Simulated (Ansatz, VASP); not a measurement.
Two plane-wave programs on NbPdSe4

```xyz
6
Lattice="4.7755 0.0000 0.0000 -2.3878 4.1357 0.0000 0.0000 0.0000 5.8333" Properties=species:S:1:pos:R:3 pbc="T T T"
Nb    0.0000    0.0000    2.9166
Pd    0.0000    0.0000    0.0000
Se    0.0000    2.7572    4.2225
Se    0.0000    2.7572    1.6108
Se    2.3878    1.3786    4.2225
Se    2.3878    1.3786    1.6108
```

Change from the starting cell: species swapped into the TiB4Mo type (P6/mmm, No. 191).

Alike in both runs: functional PBE; k mesh 6 × 6 × 4; occupations gaussian, width 0.1 eV; no spin polarisation.

Ansatz relaxed the structure, and its values are those at the end. VASP's run is a single point on that final structure, the one shown.

|  | VASP | Ansatz |
| --- | --- | --- |
| version | VASP 6.6.1 | Ansatz 0.2.0 |
| potentials or method | VASP PAW PBE potentials, release 64 (Nb_sv, Pd, Se), cutoff 520 eV | scalar-relativistic, plane waves, PAW |
| valence electrons in the cell | 47 | 95 |

```csv
,VASP,Ansatz,Ansatz less VASP
gap on the k mesh at the Fermi level (eV),none,none,-
pressure (GPa),-0.1,-0.1,-0.01
rms of the force components (eV/Å),0.020,0.016,-0.0049
```

A gap of «none» marks a metal or a gap that the smearing closes. VASP's potentials hold 47 valence electrons a cell and Ansatz's 95, so a difference there can come from the potentials and not from the codes.
